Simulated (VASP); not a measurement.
# PbS (Fm-3m) in VASP: a series of runs

Runs on PbS. Level: PBE. Tasks: electric field gradients.

All numbers are computed with VASP 6.6.1; they aren't measurements. Logs are shortened: lines on timing, memory, paths and dates and some standing lists are left out, and cuts for length are marked.

## Step 1: The cell of the first run

Symmetry: Fm-3m, No. 225, cubic system. Conventional cell: a = 5.930 Å, b = 5.930 Å, c = 5.930 Å, α = 90.00°, β = 90.00°, γ = 90.00°. Pb (site symmetry m-3m) has 6 S at 2.96 Å within 3.9 Å. S (site symmetry m-3m) has 6 Pb at 2.96 Å within 3.9 Å.

## Step 2: Electric field gradients, PBE

The input, INCAR:

```
SYSTEM = PbS
ALGO     = Normal         ! electronic algorithm
EDIFF    = 1E-8           ! SCF threshold, eV
ENCUT    = 520            ! plane-wave cutoff, eV
GGA      = PE             ! functional
ISIF     = 2              ! what is computed and relaxed
ISMEAR   = -1             ! smearing method
LASPH    = .TRUE.         ! aspherical terms in the spheres
LCHARG   = .FALSE.        ! write CHGCAR
LEFG     = .TRUE.       
LREAL    = .FALSE.        ! projectors in reciprocal space
LWAVE    = .FALSE.        ! write WAVECAR
NBANDS   = 17             ! bands
NELM     = 100            ! most SCF steps
PREC     = Accurate       ! precision mode
SIGMA    = 0.01           ! smearing width, eV
```

The input, KPOINTS:

```
k-points
0
G
  8 8 8
  0 0 0
```

The input, POSCAR:

```
PbS
1.0
    0.0000000000      2.9650000000      2.9650000000
    2.9650000000      0.0000000000      2.9650000000
    2.9650000000      2.9650000000      0.0000000000
Pb S
1 1
Direct
    0.0000000000      0.0000000000      0.0000000000
    0.5000000000      0.5000000000      0.5000000000
```

Potentials or basis: VASP PAW PBE potentials, release 64 (Pb_d, S).

Launch:

```
$ cat potpaw_PBE.64/Pb_d/POTCAR potpaw_PBE.64/S/POTCAR > POTCAR
$ mpirun -np 1 vasp_std > vasp.out
```

OUTCAR:

```text
SYSTEM = PbS
   EDIFF = 1E-8
   ENCUT = 520
   GGA = PE
   ISIF = 2
   ISMEAR = -1
   LASPH = .TRUE.
   LREAL = .FALSE.
   NELM = 100
   PREC = Accurate

 ion  position               nearest neighbor table
   1  0.000  0.000  0.000-   2 2.96   2 2.96   2 2.96   2 2.96   2 2.96   2 2.96
   2  0.500  0.500  0.500-   1 2.96   1 2.96   1 2.96   1 2.96   1 2.96   1 2.96

  LATTYP: Found a face centered cubic cell.
 ALAT       =     5.9300000000

  Lattice vectors:

 A1 = (   0.0000000000,   2.9650000000,   2.9650000000)
 A2 = (   2.9650000000,   0.0000000000,   2.9650000000)
 A3 = (   2.9650000000,   2.9650000000,   0.0000000000)

Analysis of symmetry for initial positions (statically):
=====================================================================
 Subroutine PRICEL returns:
 Original cell was already a primitive cell.

 Routine SETGRP: Setting up the symmetry group for a
 face centered cubic supercell.

 Subroutine GETGRP returns: Found 48 space group operations
 (whereof 48 operations were pure point group operations)
 out of a pool of 48 trial point group operations.

The static configuration has the point symmetry O_h .

Analysis of symmetry for dynamics (positions and initial velocities):
=====================================================================
 Subroutine PRICEL returns:
 Original cell was already a primitive cell.

 Routine SETGRP: Setting up the symmetry group for a
 face centered cubic supercell.

 Subroutine GETGRP returns: Found 48 space group operations
 (whereof 48 operations were pure point group operations)
 out of a pool of 48 trial point group operations.

The dynamic configuration has the point symmetry O_h .

 Subroutine INISYM returns: Found 48 space group operations
 (whereof 48 operations are pure point group operations),
 and found     1 'primitive' translations

----------------------------------------------------------------------------------------

                                     Primitive cell

  volume of cell :      52.1320

  direct lattice vectors                    reciprocal lattice vectors
     0.000000000  2.965000000  2.965000000    -0.168634064  0.168634064  0.168634064
     2.965000000  0.000000000  2.965000000     0.168634064 -0.168634064  0.168634064
     2.965000000  2.965000000  0.000000000     0.168634064  0.168634064 -0.168634064

  length of vectors
     4.193143212  4.193143212  4.193143212     0.292082767  0.292082767  0.292082767

  position of ions in fractional coordinates (direct lattice)
     0.000000000  0.000000000  0.000000000
     0.500000000  0.500000000  0.500000000

  ion indices of the primitive-cell ions
   primitive index   ion index
                 1           1
                 2           2

----------------------------------------------------------------------------------------

 KPOINTS: k-points

Automatic generation of k-mesh.
 Grid dimensions read from file:
 generate k-points for:    8    8    8

 Generating k-lattice:

  Cartesian coordinates                     Fractional coordinates (reciprocal lattice)
    -0.021079258  0.021079258  0.021079258     0.125000000  0.000000000  0.000000000
     0.021079258 -0.021079258  0.021079258     0.000000000  0.125000000  0.000000000
     0.021079258  0.021079258 -0.021079258     0.000000000  0.000000000  0.125000000

  Length of vectors
     0.036510346  0.036510346  0.036510346

  Shift w.r.t. Gamma in fractional coordinates (k-lattice)
     0.000000000  0.000000000  0.000000000

 Subroutine IBZKPT returns following result:
 ===========================================

 Found     29 irreducible k-points:

 Following reciprocal coordinates:
            Coordinates               Weight
  0.000000  0.000000  0.000000      1.000000
  0.125000  0.000000  0.000000      8.000000
  0.250000  0.000000  0.000000      8.000000
  0.375000  0.000000  0.000000      8.000000
  0.500000  0.000000  0.000000      4.000000
  0.125000  0.125000  0.000000      6.000000
[... 16 lines left out ...]
  0.500000  0.250000  0.125000     48.000000
 -0.375000  0.250000  0.125000     24.000000
 [... further k-points ...]
   k-points           NKPTS =     29   k-points in BZ     NKDIM =     29   number of bands    NBANDS=     17
   number of dos      NEDOS =    301   number of ions     NIONS =      2
   total plane-waves  NPLWV =  32768
   dimension x,y,z NGX =    32 NGY =   32 NGZ =   32
   dimension x,y,z NGXF=    64 NGYF=   64 NGZF=   64
   ions per type =               1   1
   NGX,Y,Z   is equivalent  to a cutoff of  12.69, 12.69, 12.69 a.u.
   NGXF,Y,Z  is equivalent  to a cutoff of  25.37, 25.37, 25.37 a.u.
 SYSTEM =  PbS
   PREC   = accura    normal or accurate (medium, high low for compatibility)
   ISTART =      0    job   : 0-new  1-cont  2-samecut
   ICHARG =      2    charge: 1-file 2-atom 10-const
   ISPIN  =      1    spin polarized calculation?
   LNONCOLLINEAR =      F non collinear calculations
   LSORBIT =      F    spin-orbit coupling
   LASPH  =      T    aspherical Exc in radial PAW
   ENCUT  =  520.0 eV  38.22 Ry    6.18 a.u.   7.80  7.80  7.80*2*pi/ulx,y,z
   NELM   =    100;   NELMIN=  2; NELMDL= -5     # of ELM steps
   EDIFF  = 0.1E-07   stopping-criterion for ELM
   LREAL  =      F    real-space projection
   EDIFFG = 0.1E-06   stopping-criterion for IOM
   NSW    =      0    number of steps for IOM
   IBRION =     -1    ionic relax: 0-MD 1-quasi-New 2-CG
   NFREE  =      0    steps in history (QN), initial steepest desc. (CG)
   ISIF   =      2    stress and relaxation
   ISYM   =      2    0-nonsym 1-usesym 2-fastsym
   POTIM  = 0.5000    time-step for ionic-motion
   TEBEG  =    0.0;   TEEND  =   0.0 temperature during run
   PSTRESS=    0.0 pullay stress
   NELECT =      20.0000    total number of electrons
   NUPDOWN=      -1.0000    fix difference up-down
   EMIN   =  10.00;   EMAX   =-10.00  energy-range for DOS
   EFERMI =   0.00;   METHOD = LEGACY
   ISMEAR =    -1;   SIGMA  =   0.01  broadening in eV -4-tet -1-fermi 0-gaus
   EFERMI_NEDOS =   21; number of points for ismear=-14 and -15
   IALGO  =     38    algorithm
   IMIX   =      4    mixing-type and parameters
     AMIX     =   0.40;   BMIX     =  1.00
     AMIX_MAG =   1.60;   BMIX_MAG =  1.00
  volume/ion in A,a.u.               =      26.07       175.90
  Fermi-wavevector in a.u.,A,eV,Ry     =   1.189552  2.247928 19.252709  1.415034
  Thomas-Fermi vector in A             =   2.325657
   LORBIT       =      0    0 simple, 1 ext, 2 COOP (PROOUT), +10 PAW based schemes
   GGA     = PE    functional components
   LHFCALC =     F    Hartree Fock is set to
   AEXX    =    0.0000 exact exchange contribution
   IVDW    =     0    specifies the selected vdW correction
   LEPSILON=     F    determine dielectric tensor
   LRPA    =     F    only Hartree local field effects (RPA)
 non-spin polarized calculation
  energy-cutoff  :      520.00
  volume of cell :       52.13
 maximum number of plane-waves:      1424
   NGX = 15   NGY = 15   NGZ = 15

 number of electron      19.9999998 magnetization

 Free energy of the ion-electron system (eV)
  ---------------------------------------------------
  ext. energy  EPLUGINS =         0.00000000
  ---------------------------------------------------
  free energy    TOTEN  =        -8.75548124 eV

  energy without entropy =       -8.75548124  energy(sigma->0) =       -8.75548124

 E-fermi :   6.0139     XC(G=0):  -9.6858

 val. band max:        5.8337807147   @ k =   0.5000   0.0000   0.0000
 cond. band min:       6.1952936778   @ k =   0.5000   0.0000   0.0000
 fundamental gap:      0.3615129631
 Fermi energy:         6.0139061610

 k-point     1 :       0.0000    0.0000    0.0000
  band No.  band energies     occupation
      1     -10.9929      2.00000
      2     -10.9929      2.00000
      3     -10.9929      2.00000
      4     -10.9765      2.00000
      5     -10.9765      2.00000
      6      -7.7719      2.00000
[... 9 lines left out ...]
     16      12.5610      0.00000
     17      14.4892      0.00000

 k-point     2 :       0.1250    0.0000    0.0000
  band No.  band energies     occupation
      1     -10.9922      2.00000
      2     -10.9900      2.00000
      3     -10.9900      2.00000
      4     -10.9772      2.00000
      5     -10.9772      2.00000
      6      -7.6386      2.00000
[... 9 lines left out ...]
     16      12.9321      0.00000
     17      15.6893      0.00000
[... 421 lines left out ...]
 k-point    24 :      -0.3750    0.2500    0.1250
  band No.  band energies     occupation
      1     -11.0463      2.00000
      2     -10.9940      2.00000
      3     -10.9769      2.00000
      4     -10.9637      2.00000
      5     -10.9427      2.00000
      6      -6.3018      2.00000
[... 9 lines left out ...]
     16      16.7487      0.00000
     17      17.0127      0.00000

 [... further k-points ...]

------------------------ aborting loop because EDIFF is reached ----------------------------------------

  FORCE on cell =-STRESS in cart. coord.  units (eV):
  Direction    XX          YY          ZZ          XY          YZ          ZX
  --------------------------------------------------------------------------------------
  -------------------------------------------------------------------------------------
  Total        0.7179718      0.7179718      0.7179718      0.0000000      0.0000000      0.0000000
  in kB       22.0655041     22.0655041     22.0655041      0.0000000      0.0000000      0.0000000
  external PRESSURE =      22.0655041 kB  Pullay stress =       0.0000000 kB

 VOLUME and BASIS-vectors are now :
 -----------------------------------------------------------------------------
  energy-cutoff  :      520.00
  volume of cell :       52.13
      direct lattice vectors                 reciprocal lattice vectors
     0.000000000  2.965000000  2.965000000    -0.168634064  0.168634064  0.168634064
     2.965000000  0.000000000  2.965000000     0.168634064 -0.168634064  0.168634064
     2.965000000  2.965000000  0.000000000     0.168634064  0.168634064 -0.168634064

 POSITION                                       TOTAL-FORCE (eV/Angst)
 -----------------------------------------------------------------------------------
      0.00000      0.00000      0.00000         0.000000      0.000000      0.000000
      2.96500      2.96500      2.96500         0.000000      0.000000      0.000000
 -----------------------------------------------------------------------------------
    total drift:                                0.000000     -0.000000     -0.000000

  FREE ENERGIE OF THE ION-ELECTRON SYSTEM (eV)
  ---------------------------------------------------
  free  energy   TOTEN  =        -8.7554812427 eV

  energy  without entropy=       -8.7554812427  energy(sigma->0) =       -8.75548124

 Electric field gradients (V/A^2)
---------------------------------------------------------------------
 ion       V_xx      V_yy      V_zz      V_xy      V_xz      V_yz
---------------------------------------------------------------------
   1       0.000    -0.000     0.000    -0.001    -0.001    -0.001
   2       0.000    -0.000     0.000    -0.000    -0.000    -0.000
---------------------------------------------------------------------

 Electric field gradients after diagonalization (V/A^2)
 (convention: |V_zz| > |V_xx| > |V_yy|)
----------------------------------------------------------------------
 ion       V_xx      V_yy      V_zz     asymmetry (V_yy - V_xx)/ V_zz
----------------------------------------------------------------------
   1       0.001     0.001    -0.002       0.000
   2       0.000     0.000    -0.001       0.000
----------------------------------------------------------------------

           NMR quadrupolar parameters

 Cq : quadrupolar parameter    Cq=e*Q*V_zz/h
 eta: asymmetry parameters     (V_yy - V_xx)/ V_zz
 Q  : nuclear electric quadrupole moment in mb (millibarn)
----------------------------------------------------------------------
 ion       Cq(MHz)       eta       Q (mb)
----------------------------------------------------------------------
   1      -0.000       0.000       1.000
   2      -0.000       0.000       1.000
----------------------------------------------------------------------
```

Wall time 49 s (1 thread of Intel Xeon 8259CL, shared host); peak memory 0.18 GiB.

What came out:

```yaml
Free_energy: -8.7555 eV
Pressure: 2.2 GPa
Band_gap_on_the_k_mesh: 0.36 eV, direct
```

Caveat: without QUAD_EFG the Cq values of the log hold for a quadrupole moment of 1 mb, not for the nuclei; spin-orbit coupling is left out, which moves the levels of the heavy elements. A k mesh can miss the band edges.

[end of part 1 of 2]
